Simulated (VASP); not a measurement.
Te2Mo, 6 atoms in the cell. The cell holds a slab with vacuum, 6 atoms: a = 3.564 Å, b = 3.564 Å, c = 19.226 Å, α = 90.00°, β = 90.00°, γ = 60.00°.  This cell differs from its parent crystal: the distance across one plane changed.

```yaml
Program: VASP 6.6.1
Task: single point
Functional: r2SCAN
Potentials_or_basis: VASP PAW PBE potentials, release 64 (Te, Mo_sv)
Cutoff: 520 eV
k_mesh: 9 × 9 × 2
Occupations: gaussian, width 0.05 eV
Spin: no spin polarisation
Dipole_correction: no
Further_INCAR_settings: ALGO = Normal; EDIFF = 1e-06; NBANDS = 35
```

Potentials or basis: VASP PAW PBE potentials, release 64 (Te, Mo_sv).

Launch:

```console
$ cat potpaw_PBE.64/Te/POTCAR potpaw_PBE.64/Mo_sv/POTCAR > POTCAR
$ cp INCAR.step1 INCAR
$ mpirun -np 1 vasp_std > vasp.out
$ cp INCAR.step2 INCAR
$ mpirun -np 1 vasp_std > vasp.out
```

Hardware: 1 thread of Intel(R) Xeon(R) 6975P-C (Granite Rapids), on a shared host.

How long does it take, and how much memory?

Wall time 6.6 min on 1 thread of Intel(R) Xeon(R) 6975P-C (Granite Rapids), with other jobs on the host, peak memory 0.45 GiB. Counts: k points 24.
